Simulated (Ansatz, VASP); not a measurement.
AlZn2 in VASP and in Ansatz

```
CELL_PARAMETERS angstrom
0.00000 3.64114 3.64114
3.64114 0.00000 3.64114
3.64114 3.64114 0.00000
ATOMIC_POSITIONS crystal
Al 0.50000 0.50000 0.50000
Al 0.75000 0.75000 0.75000
Zn 0.12500 0.12500 0.12500
Zn 0.62500 0.12500 0.12500
Zn 0.12500 0.12500 0.62500
Zn 0.12500 0.62500 0.12500
```

Alike in both runs: task relaxation of cell and atoms; functional PBE; k mesh 10 × 10 × 10; occupations gaussian, width 0.1 eV; no spin polarisation.

|  | VASP | Ansatz |
| --- | --- | --- |
| version | VASP 6.6.1 | Ansatz 0.2.0 |
| potentials or method | VASP PAW PBE potentials, release 64 (Al, Zn), cutoff 600 eV | scalar-relativistic, plane waves, PAW |
| valence electrons in the cell | 54 | 54 |

|  | VASP | Ansatz | Ansatz less VASP |
| --- | --- | --- | --- |
| gap on the k mesh at the Fermi level, each at its own relaxed structure (eV) | none | none | - |
| relaxed volume (Å³/atom) | 16.17 | 16.13 | -0.032 |
| relaxed length of the cell vector where the two differ most in proportion (Å) | 5.157 | 5.154 | -0.0035 |

A gap of «none» marks a metal or a gap that the smearing closes.
